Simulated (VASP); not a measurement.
Wanted: the native input for a VASP 6.6.1 run.

```
Task                   : single point
Functional             : r2SCAN
Potentials or basis    : VASP PAW PBE potentials, release 64 (K_sv, Ta_pv, O)
Cutoff                 : 520 eV
k mesh                 : 1 × 1 × 1
Occupations            : fermi-dirac, width 0.05 eV
Spin                   : no spin polarisation
Dipole correction      : no
Further INCAR settings : LREAL = Auto; ALGO = Normal; EDIFF = 1e-07; NBANDS = 178
```

KTaO3:

```
K Ta O
1.0
     8.12124    0.00000    0.00000
     0.00000    8.12124    0.00000
     0.00000    0.00000    8.12124
K Ta O
8 8 24
Direct
  0.00032 0.98779 0.03043
  0.99788 0.02921 0.51232
  0.00501 0.47956 0.03834
  0.01393 0.50665 0.47902
  0.47963 0.98811 0.95357
  0.49273 0.96483 0.48433
  0.54024 0.47814 0.00069
  0.51338 0.50764 0.54101
  0.25336 0.26826 0.21857
  0.23754 0.25305 0.74432
  0.28168 0.73887 0.27428
  0.27363 0.74490 0.76898
  0.73384 0.22126 0.27003
  0.74716 0.20884 0.75502
  0.75899 0.75000 0.28566
  0.77781 0.72511 0.77560
  0.24547 0.21699 0.98365
  0.93755 0.20038 0.26354
  0.23666 0.98031 0.25041
  0.19163 0.23778 0.45468
  0.98344 0.27070 0.76512
  0.23398 0.03109 0.71378
  0.25303 0.74054 0.99423
  0.98212 0.74250 0.24342
  0.21014 0.49832 0.22738
  0.23621 0.75587 0.50139
  0.00054 0.79612 0.74486
  0.22751 0.51033 0.72797
  0.73778 0.19863 0.97092
  0.46883 0.26572 0.23507
  0.65826 0.97882 0.25077
  0.70098 0.21769 0.49415
  0.46487 0.24943 0.73843
  0.68875 0.00268 0.68602
  0.75048 0.74038 0.01031
  0.50709 0.67990 0.26640
  0.72152 0.49222 0.26543
  0.71288 0.77177 0.52061
  0.48611 0.74265 0.73978
  0.74595 0.50737 0.72320
```

The input as run:

POSCAR

```
KTaO3
1.0
    8.1212400000      0.0000000000      0.0000000000
    0.0000000000      8.1212400000      0.0000000000
    0.0000000000      0.0000000000      8.1212400000
K Ta O
8 8 24
Direct
    0.0003201482     -0.0122148834      0.0304263881
   -0.0021179032      0.0292073624      0.5123232413
    0.0050115500      0.4795573090      0.0383438982
    0.0139264447      0.5066467682      0.4790155198
    0.4796311893     -0.0118947353     -0.0464337958
    0.4927326369     -0.0351670435      0.4843349045
    0.5402376977      0.4781412691      0.0006895499
    0.5133821929      0.5076441529      0.5410134413
    0.2533603243      0.2682595269      0.2185749959
    0.2375376174      0.2530524895      0.7443198329
    0.2816811226      0.7388650009      0.2742807749
    0.2736281652      0.7448985623      0.7689835542
    0.7338411376      0.2212593151      0.2700326551
    0.7471642262      0.2088351040      0.7550201693
    0.7589850811      0.7499963060      0.2856583477
    0.7778122553      0.7251109436      0.7755958450
    0.2454674409      0.2169865686     -0.0163521827
   -0.0624535170      0.2003758047      0.2635434983
    0.2366633667     -0.0196891115      0.2504051105
    0.1916332974      0.2377838852      0.4546842600
   -0.0165615103      0.2706975782      0.7651171496
    0.2339790475      0.0310913112      0.7137826243
    0.2530278627      0.7405396220     -0.0057749802
   -0.0178790431      0.7424974511      0.2434234181
    0.2101403234      0.4983229162      0.2273790702
    0.2362077712      0.7558697933      0.5013889505
    0.0005417892      0.7961222670      0.7448616221
    0.2275145175      0.5103284720      0.7279676503
    0.7377814225      0.1986273032     -0.0290842285
    0.4688323458      0.2657229684      0.2350749393
    0.6582615463     -0.0211790318      0.2507745123
    0.7009766981      0.2176884318      0.4941486768
    0.4648674340      0.2494323527      0.7384340322
    0.6887495013      0.0026843191      0.6860159286
    0.7504765282      0.7403795480      0.0103063079
    0.5070900503      0.6798961735      0.2664002049
    0.7215154336      0.4922154745      0.2654274470
    0.7128837468      0.7717663805      0.5206101531
    0.4861080328      0.7426452118      0.7397761918
    0.7459452005      0.5073732583      0.7232023681
```

INCAR.step1

```
ALGO = Normal
EDIFF = 1E-4
ENCUT = 520
GGA = PE
ISMEAR = -1
LASPH = True
LCHARG = False
LREAL = Auto
LWAVE = True
NBANDS = 178
NELM = 100
PREC = Accurate
SIGMA = 0.05
```

INCAR.step2

```
ALGO = Normal
EDIFF = 1E-7
ENCUT = 520
ISIF = 2
ISMEAR = -1
ISTART = 1
LASPH = True
LCHARG = False
LMIXTAU = True
LREAL = Auto
LWAVE = False
METAGGA = R2SCAN
NBANDS = 178
NELM = 100
PREC = Accurate
SIGMA = 0.05
```

KPOINTS

```
k-points
0
Gamma
  1 1 1
```

Potentials or basis: VASP PAW PBE potentials, release 64 (K_sv, Ta_pv, O).

Launch:

```sh
$ cat potpaw_PBE.64/K_sv/POTCAR potpaw_PBE.64/Ta_pv/POTCAR potpaw_PBE.64/O/POTCAR > POTCAR
$ cp INCAR.step1 INCAR
$ mpirun -np 1 vasp_gam > vasp.out
$ cp INCAR.step2 INCAR
$ mpirun -np 1 vasp_gam > vasp.out
```

Results of the run:

* Pressure: 2.8 GPa
* Largest force: 8.021 eV/Å
* Band gap on the k mesh: 3.16 eV

Caveat: the k points lie up to 0.77 Å⁻¹ apart; the atoms stand as in a frame of molecular dynamics; the PAW data sets were made with another functional, which shifts forces and pressure a little; spin-orbit coupling is left out, which moves the levels of the heavy elements; an odd mesh through Γ misses points on the zone boundary, where band edges can lie.

It took 8.1 min on 1 thread of Intel(R) Xeon(R) Platinum 8488C (Sapphire Rapids) (shared host), peak memory 0.54 GiB.
